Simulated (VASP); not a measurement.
# Nd2GeB (P6/mmm) in VASP: relaxation of cell and atoms with PBE

Aim: the relaxation of cell and atoms of Nd2GeB with PBE.

All numbers are computed with VASP 6.6.1; they aren't measurements. Logs are shortened: lines on timing, memory, paths and dates and some standing lists are left out, and cuts for length are marked.

## (1) The cell of the first run

It takes space group P6/mmm (No. 191, hexagonal). Conventional cell: a = 5.178 Å, b = 5.178 Å, c = 3.772 Å, α = 90.00°, β = 90.00°, γ = 120.00°. Nd (site symmetry -6m2) has 5 Nd at 2.99 to 3.77 Å and 3 Ge at 2.99 Å and 6 B at 3.53 Å within 3.9 Å. Within 2.5 Å of Ge (site symmetry 6/mmm) lie 2 B at 1.89 Å. Within 2.5 Å of B (site symmetry 6/mmm) lie 2 Ge at 1.89 Å.

The cell was generated, and may not be a known phase.

## (2) Relaxation of cell and atoms, PBE

Contents of INCAR:

```
  PREC = Accurate
  ENCUT = 600
  EDIFF = 1E-6
  ISMEAR = 0
  SIGMA = 0.1
  LREAL = F
  LASPH = T
  NELM = 80
  ALGO = Normal
  ISIF = 3
  LWAVE = F
  LCHARG = F
  GGA = PE
  IBRION = 2
  NSW = 90
  EDIFFG = -0.04
```

Contents of KPOINTS:

```
Automatic mesh
0
Gamma
  6 6 4
```

Contents of POSCAR:

```
Nd2GeB
1.0
    5.1783918500      0.0000000000      0.0000000000
   -2.5891959300      4.4846189000      0.0000000000
    0.0000000000      0.0000000000      3.7721949800
Nd Ge B
2 1 1
Direct
    0.3333333300      0.6666666700      0.0000000000
    0.6666666700      0.3333333300      0.0000000000
    0.0000000000      0.0000000000      0.0000000000
    0.0000000000      0.0000000000      0.5000000000
```

Potentials or basis: VASP PAW PBE potentials, release 64 (Nd, Ge_d, B).

The run is started by

```
> cat potpaw_PBE.64/Nd/POTCAR potpaw_PBE.64/Ge_d/POTCAR potpaw_PBE.64/B/POTCAR > POTCAR
> mpirun -np 1 vasp_std > vasp.out
```

OUTCAR:

```text
PREC = Accurate
   ENCUT = 600
   EDIFF = 1E-6
   ISMEAR = 0
   LREAL = F
   LASPH = T
   NELM = 80
   ISIF = 3
   GGA = PE
   IBRION = 2
   NSW = 90
   EDIFFG = -0.04

 ion  position               nearest neighbor table
   1  0.333  0.667  0.000-   2 2.99   3 2.99   2 2.99   3 2.99   3 2.99   2 2.99
   2  0.667  0.333  0.000-   1 2.99   3 2.99   1 2.99   3 2.99   3 2.99   1 2.99
   3  0.000  0.000  0.000-   4 1.89   4 1.89   1 2.99   2 2.99   2 2.99   1 2.99   2 2.99   1 2.99

   4  0.000  0.000  0.500-   3 1.89   3 1.89

  LATTYP: Found a hexagonal cell.
 ALAT       =     5.1783918500
 C/A-ratio  =     0.7284491188

  Lattice vectors:

 A1 = (   5.1783918500,   0.0000000000,   0.0000000000)
 A2 = (  -2.5891959300,   4.4846189000,   0.0000000000)
 A3 = (   0.0000000000,   0.0000000000,   3.7721949800)

Analysis of symmetry for initial positions (statically):
=====================================================================
 Subroutine PRICEL returns:
 Original cell was already a primitive cell.

 Routine SETGRP: Setting up the symmetry group for a
 hexagonal supercell.

 Subroutine GETGRP returns: Found 24 space group operations
 (whereof 24 operations were pure point group operations)
 out of a pool of 24 trial point group operations.

The static configuration has the point symmetry D_6h.

Analysis of symmetry for dynamics (positions and initial velocities):
=====================================================================
 Subroutine PRICEL returns:
 Original cell was already a primitive cell.

 Routine SETGRP: Setting up the symmetry group for a
 hexagonal supercell.

 Subroutine GETGRP returns: Found 24 space group operations
 (whereof 24 operations were pure point group operations)
 out of a pool of 24 trial point group operations.

The dynamic configuration has the point symmetry D_6h.

 Subroutine INISYM returns: Found 24 space group operations
 (whereof 24 operations are pure point group operations),
 and found     1 'primitive' translations

----------------------------------------------------------------------------------------

                                     Primitive cell

  volume of cell :      87.6021

  direct lattice vectors                    reciprocal lattice vectors
     5.178391850  0.000000000  0.000000000     0.193110145  0.111492194  0.000000000
    -2.589195930  4.484618900  0.000000000     0.000000000  0.222984388  0.000000000
     0.000000000  0.000000000  3.772194980     0.000000000  0.000000000  0.265097643

  length of vectors
     5.178391850  5.178391859  3.772194980     0.222984388  0.222984388  0.265097643

  position of ions in fractional coordinates (direct lattice)
     0.333333330  0.666666670  0.000000000
     0.666666670  0.333333330  0.000000000
     0.000000000  0.000000000  0.000000000
     0.000000000  0.000000000  0.500000000

  ion indices of the primitive-cell ions
   primitive index   ion index
                 1           1
                 2           2
                 3           3
                 4           4

----------------------------------------------------------------------------------------

 KPOINTS: Automatic mesh

Automatic generation of k-mesh.
 Grid dimensions read from file:
 generate k-points for:    6    6    4

 Generating k-lattice:

  Cartesian coordinates                     Fractional coordinates (reciprocal lattice)
     0.032185024  0.018582032  0.000000000     0.166666667  0.000000000  0.000000000
     0.000000000  0.037164065  0.000000000     0.000000000  0.166666667  0.000000000
     0.000000000  0.000000000  0.066274411     0.000000000  0.000000000  0.250000000

  Length of vectors
     0.037164065  0.037164065  0.066274411

  Shift w.r.t. Gamma in fractional coordinates (k-lattice)
     0.000000000  0.000000000  0.000000000

 Subroutine IBZKPT returns following result:
 ===========================================

 Found     21 irreducible k-points:

 Following reciprocal coordinates:
            Coordinates               Weight
  0.000000  0.000000  0.000000      1.000000
  0.166667  0.000000  0.000000      6.000000
  0.333333 -0.000000  0.000000      6.000000
  0.500000  0.000000  0.000000      3.000000
  0.166667  0.166667  0.000000      6.000000
  0.333333  0.166667  0.000000     12.000000
[... 13 lines left out ...]
  0.333333  0.166667  0.500000     12.000000
  0.333333  0.333333  0.500000      2.000000
   k-points           NKPTS =     21   k-points in BZ     NKDIM =     21   number of bands    NBANDS=     27
   number of dos      NEDOS =    301   number of ions     NIONS =      4
   total plane-waves  NPLWV =  52920
   dimension x,y,z NGX =    42 NGY =   42 NGZ =   30
   dimension x,y,z NGXF=    84 NGYF=   84 NGZF=   60
   ions per type =               2   1   1
   NGX,Y,Z   is equivalent  to a cutoff of  13.48, 13.48, 13.22 a.u.
   NGXF,Y,Z  is equivalent  to a cutoff of  26.97, 26.97, 26.44 a.u.
 SYSTEM =  unknown system
   PREC   = accura    normal or accurate (medium, high low for compatibility)
   ISTART =      0    job   : 0-new  1-cont  2-samecut
   ICHARG =      2    charge: 1-file 2-atom 10-const
   ISPIN  =      1    spin polarized calculation?
   LNONCOLLINEAR =      F non collinear calculations
   LSORBIT =      F    spin-orbit coupling
   LASPH  =      T    aspherical Exc in radial PAW
   ENCUT  =  600.0 eV  44.10 Ry    6.64 a.u.  10.34 10.34  7.53*2*pi/ulx,y,z
   NELM   =     80;   NELMIN=  2; NELMDL= -5     # of ELM steps
   EDIFF  = 0.1E-05   stopping-criterion for ELM
   LREAL  =      F    real-space projection
   EDIFFG = -.4E-01   stopping-criterion for IOM
   NSW    =     90    number of steps for IOM
   IBRION =      2    ionic relax: 0-MD 1-quasi-New 2-CG
   NFREE  =      1    steps in history (QN), initial steepest desc. (CG)
   ISIF   =      3    stress and relaxation
   ISYM   =      2    0-nonsym 1-usesym 2-fastsym
   POTIM  = 0.5000    time-step for ionic-motion
   TEBEG  =    0.0;   TEEND  =   0.0 temperature during run
   PSTRESS=    0.0 pullay stress
   NELECT =      45.0000    total number of electrons
   NUPDOWN=      -1.0000    fix difference up-down
   EMIN   =  10.00;   EMAX   =-10.00  energy-range for DOS
   EFERMI =   0.00;   METHOD = LEGACY
   ISMEAR =     0;   SIGMA  =   0.10  broadening in eV -4-tet -1-fermi 0-gaus
   EFERMI_NEDOS =   21; number of points for ismear=-14 and -15
   IALGO  =     38    algorithm
   IMIX   =      4    mixing-type and parameters
     AMIX     =   0.40;   BMIX     =  1.00
     AMIX_MAG =   1.60;   BMIX_MAG =  1.00
  volume/ion in A,a.u.               =      21.90       147.79
  Fermi-wavevector in a.u.,A,eV,Ry     =   1.311115  2.477648 23.388724  1.719023
  Thomas-Fermi vector in A             =   2.441599
   LORBIT       =      0    0 simple, 1 ext, 2 COOP (PROOUT), +10 PAW based schemes
   GGA     = PE    functional components
   LHFCALC =     F    Hartree Fock is set to
   AEXX    =    0.0000 exact exchange contribution
   IVDW    =     0    specifies the selected vdW correction
   LEPSILON=     F    determine dielectric tensor
   LRPA    =     F    only Hartree local field effects (RPA)
 conjugate gradient relaxation of ions
 non-spin polarized calculation
 Gauss-broadening in eV      SIGMA  =   0.10
  energy-cutoff  :      600.00
  volume of cell :       87.60
 maximum number of plane-waves:      2940
 NGX is ok and might be reduce to    42
   NGX = 21   NGY = 21   NGZ = 15

--------------------------------------- Ionic step        1  -------------------------------------------

 number of electron      44.9999991 magnetization

 Free energy of the ion-electron system (eV)
  ---------------------------------------------------
  ext. energy  EPLUGINS =         0.00000000
  ---------------------------------------------------
  free energy    TOTEN  =       -19.44095782 eV

  energy without entropy =      -19.25285218  energy(sigma->0) =      -19.34690500

------------------------ aborting loop because EDIFF is reached ----------------------------------------

  FORCE on cell =-STRESS in cart. coord.  units (eV):
  Direction    XX          YY          ZZ          XY          YZ          ZX
  --------------------------------------------------------------------------------------
  -------------------------------------------------------------------------------------
  Total       -3.4553153     -3.4553154      2.6787324      0.0000000      0.0000000     -0.0000000
  in kB      -63.1951406    -63.1951408     48.9920184      0.0000001      0.0000000     -0.0000000
  external PRESSURE =     -25.7994210 kB  Pullay stress =       0.0000000 kB

 VOLUME and BASIS-vectors are now :
 -----------------------------------------------------------------------------
  energy-cutoff  :      600.00
  volume of cell :       87.60
      direct lattice vectors                 reciprocal lattice vectors
     5.178391850  0.000000000  0.000000000     0.193110145  0.111492194  0.000000000
    -2.589195930  4.484618900  0.000000000     0.000000000  0.222984388  0.000000000
     0.000000000  0.000000000  3.772194980     0.000000000  0.000000000  0.265097643

 POSITION                                       TOTAL-FORCE (eV/Angst)
 -----------------------------------------------------------------------------------
     -0.00000      2.98975      0.00000         0.000000     -0.000000      0.000000
      2.58920      1.49487      0.00000        -0.000000      0.000000      0.000000
      0.00000      0.00000      0.00000         0.000000     -0.000000      0.000000
      0.00000      0.00000      1.88610         0.000000     -0.000000      0.000000
 -----------------------------------------------------------------------------------
    total drift:                                0.000000     -0.000000     -0.000000

  FREE ENERGIE OF THE ION-ELECTRON SYSTEM (eV)
  ---------------------------------------------------
  free  energy   TOTEN  =       -19.4409578191 eV
[... 17 lines left out ...]
 VOLUME and BASIS-vectors are now :
 -----------------------------------------------------------------------------
  energy-cutoff  :      600.00
  volume of cell :       83.05
      direct lattice vectors                 reciprocal lattice vectors
     4.962590677  0.000000000 -0.000000000     0.201507653  0.116340498 -0.000000000
    -2.481295343  4.297729601  0.000000000    -0.000000000  0.232680995 -0.000000000
     0.000000000  0.000000000  3.894064379     0.000000000 -0.000000000  0.256801096

 POSITION                                       TOTAL-FORCE (eV/Angst)
 -----------------------------------------------------------------------------------
     -0.00000      2.86515      0.00000        -0.000000     -0.000000      0.000000
      2.48130      1.43258     -0.00000         0.000000     -0.000000     -0.000000
     -2.48130      4.29773      0.00000         0.000000      0.000000      0.000000
     -2.48130      4.29773      1.94703         0.000000      0.000000      0.000000
 -----------------------------------------------------------------------------------
    total drift:                               -0.000000      0.000000     -0.000000

  FREE ENERGIE OF THE ION-ELECTRON SYSTEM (eV)
  ---------------------------------------------------
  free  energy   TOTEN  =       -19.6287859531 eV

  energy  without entropy=      -19.4537550445  energy(sigma->0) =      -19.54127050

--------------------------------------- Ionic step        3  -------------------------------------------

 number of electron      45.0000010 magnetization

 Free energy of the ion-electron system (eV)
  ---------------------------------------------------
  ext. energy  EPLUGINS =         0.00000000
  ---------------------------------------------------
  free energy    TOTEN  =       -19.62973425 eV

  energy without entropy =      -19.45387545  energy(sigma->0) =      -19.54180485

 E-fermi :   5.9285     XC(G=0): -10.8412

 val. band max:        5.9263018767   @ k =   0.1667   0.0000   0.0000
 cond. band min:       5.9345720908   @ k =   0.3333   0.1667   0.0000
 fundamental gap:      0.0082702141
 Fermi energy:         5.9285447933

 k-point     1 :       0.0000    0.0000    0.0000
  band No.  band energies     occupation
      1     -31.3561      2.00000
      2     -30.4967      2.00000
      3     -18.5529      2.00000
      4     -18.4565      2.00000
      5     -18.4565      2.00000
      6     -18.4140      2.00000
[... 19 lines left out ...]
     26       6.1436      0.00236
     27       6.1585      0.00115
[... 611 lines left out ...]
 VOLUME and BASIS-vectors are now :
 -----------------------------------------------------------------------------
  energy-cutoff  :      600.00
  volume of cell :       83.34
      direct lattice vectors                 reciprocal lattice vectors
     4.976041755  0.000000000 -0.000000000     0.200962944  0.116026010 -0.000000000
    -2.488020882  4.309378576  0.000000000    -0.000000000  0.232052019 -0.000000000
     0.000000000  0.000000000  3.886468152     0.000000000 -0.000000000  0.257303022

 POSITION                                       TOTAL-FORCE (eV/Angst)
 -----------------------------------------------------------------------------------
     -0.00000      2.87292      3.88647        -0.000000     -0.000000      0.000000
      2.48802      1.43646     -0.00000         0.000000      0.000000      0.000000
      0.00000      0.00000      3.88647         0.000000     -0.000000     -0.000000
      0.00000      0.00000      1.94323         0.000000     -0.000000     -0.000000
 -----------------------------------------------------------------------------------
    total drift:                                0.000000      0.000000     -0.000000

  FREE ENERGIE OF THE ION-ELECTRON SYSTEM (eV)
  ---------------------------------------------------
  free  energy   TOTEN  =       -19.6297342542 eV

  energy  without entropy=      -19.4538754467  energy(sigma->0) =      -19.54180485

 reached required accuracy - stopping structural energy minimisation
```

Wall time 13 min (1 thread of Oxide Virtual Turin-like, shared host); peak memory 0.24 GiB.

What came out:

| Property | Result |
| --- | --- |
| Free energy | -19.6297 eV |
| Relaxed volume | 20.84 Å³/atom |
| Relaxed cell | a = 4.976 Å, b = 4.976 Å, c = 3.886 Å, α = 90.00°, β = 90.00°, γ = 120.00° |
| Space group after relaxing (to 0.1 Å) | P6/mmm (No. 191) |
| Energy gained by relaxing | 47.2 meV/atom |
| Ionic steps | 3 |
| Pressure after relaxing | 0.0 GPa |
| Band gap on the k mesh | zero (an odd number of electrons rules out a gap without spin polarisation) |

Step by step:
| step | energy change (eV) | largest force (eV/Å) | pressure (GPa) | volume (Å³) |
| --- | --- | --- | --- | --- |
| 1 | 0.0000 | 0.0000 | -2.58 | 87.60 |
| 2 | -0.1878 | 0.0000 | 0.30 | 83.05 |
| 3 | -0.1888 | 0.0000 | 0.04 | 83.34 |

Final structure:
```yaml
crystal:
  lattice:
    - [4.97604, 0.00000, 0.00000]
    - [-2.48802, 4.30938, 0.00000]
    - [0.00000, 0.00000, 3.88647]
  atoms:
    - { symbol: Nd, position: [0.33333, 0.66667, 0.00000] }
    - { symbol: Nd, position: [0.66667, 0.33333, 0.00000] }
    - { symbol: Ge, position: [0.00000, 0.00000, 0.00000] }
    - { symbol: B, position: [0.00000, 0.00000, 0.50000] }
```

Caveat: the k points lie up to 0.40 Å⁻¹ apart in the final cell, too coarse for converged energies and pressures of a metal; the highest band is partly filled, so the run has too few bands; spin-orbit coupling is left out, which moves the levels of the heavy elements; an odd number of electrons without spin polarisation forces a metal; a magnetic or distorted state may lie lower; semilocal functionals describe open f shells poorly, which spoils levels, moments and volumes. Spin polarisation is off, so any magnetic state and its effect on volume and gap are missing.
